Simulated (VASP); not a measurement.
Input of a VASP 6.6.1 run:

INCAR

```
SYSTEM = Al
PREC = Accurate
ENCUT = 520
EDIFF = 1E-7
ISMEAR = -1
SIGMA = 0.05
LREAL = .False.
LASPH = .True.
NELM = 60
ALGO = Normal
ISIF = 2
LWAVE = .False.
LCHARG = .False.
GGA = PS
NBANDS = 8
```

Contents of KPOINTS:

```
regular mesh
0
Gamma
  14 14 14
  0 0 0
```

File POSCAR:

```
Al
1.0
    0.0000000000      2.0307042354      2.0307042354
    2.0307042354      0.0000000000      2.0307042354
    2.0307042354      2.0307042354      0.0000000000
Al
1
Direct
    0.0000000000      0.0000000000      0.0000000000
```

Potentials or basis: VASP PAW PBE potentials, release 64 (Al).

The run is started by

```sh
$ cat potpaw_PBE.64/Al/POTCAR > POTCAR
$ mpirun -np 1 vasp_std > vasp.out
```

Q: Predict the pressure.

A: -2.8 GPa.

Caveat: the PAW data sets were made with another functional, which shifts forces and pressure a little.
